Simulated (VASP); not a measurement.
A run of VASP 6.6.1:

The input INCAR:

```
SYSTEM = Si16F
PREC = Accurate
ENCUT = 520
EDIFF = 1E-6
ISMEAR = -1
SIGMA = 0.02
LREAL = Auto
LASPH = .True.
NELM = 150
ALGO = Normal
ISIF = 2
LWAVE = .False.
LCHARG = .False.
ISPIN = 2
MAGMOM = 0 0 0 0 0 0 0 0 0 0 0 0 0 0 0 0 1
LORBIT = 11
GGA = PE
NBANDS = 54
```

KPOINTS

```
Automatic mesh
0
Gamma
  2 2 2
  0 0 0
```

Contents of POSCAR:

```
Si16F
1.0
    0.0000000000      5.4300000000      5.4300000000
    5.4300000000      0.0000000000      5.4300000000
    5.4300000000      5.4300000000      0.0000000000
Si F
16 1
Direct
    0.0311878453     -0.0361049724      0.0125322284
    0.0654972376      0.1144659300      0.1921086556
   -0.0502209945      0.0134438306      0.6008655617
    0.1216850829      0.1701197053      0.6271546961
    0.0164180479      0.4824585635      0.0487569061
    0.1800828729      0.6157366483      0.1307274401
    0.0415101289      0.5444935543      0.4921178637
    0.1301197053      0.6596040516      0.6603959484
    0.4885819521      0.0331860037     -0.0263535912
    0.6551289134      0.1475966851      0.0718139963
    0.4693093923     -0.0276703499      0.4244106814
    0.5727255985      0.0830755064      0.6305156538
    0.5846593002      0.5420441989     -0.0680478821
    0.6425230203      0.6411602210      0.1395027624
    0.4823848987      0.4654419890      0.5192173112
    0.6454327808      0.6036464088      0.5482872928
    0.7200920810      0.2546961326      0.3339042357
```

Potentials or basis: VASP PAW PBE potentials, release 64 (Si, F).

The run is started by

```console
$ cat potpaw_PBE.64/Si/POTCAR potpaw_PBE.64/F/POTCAR > POTCAR
$ mpirun -np 1 vasp_std > vasp.out
```

Hardware: 1 thread of Intel(R) Xeon(R) Platinum 8259CL CPU @ 2.50GHz (Skylake/Cascade Lake), with other jobs on the host.

How long does it take, and how much memory?

It took 11 min on 1 thread of Intel(R) Xeon(R) Platinum 8259CL CPU @ 2.50GHz (Skylake/Cascade Lake) (shared host), peak memory 0.71 GiB. Counts: scf iterations 18, k points 8.
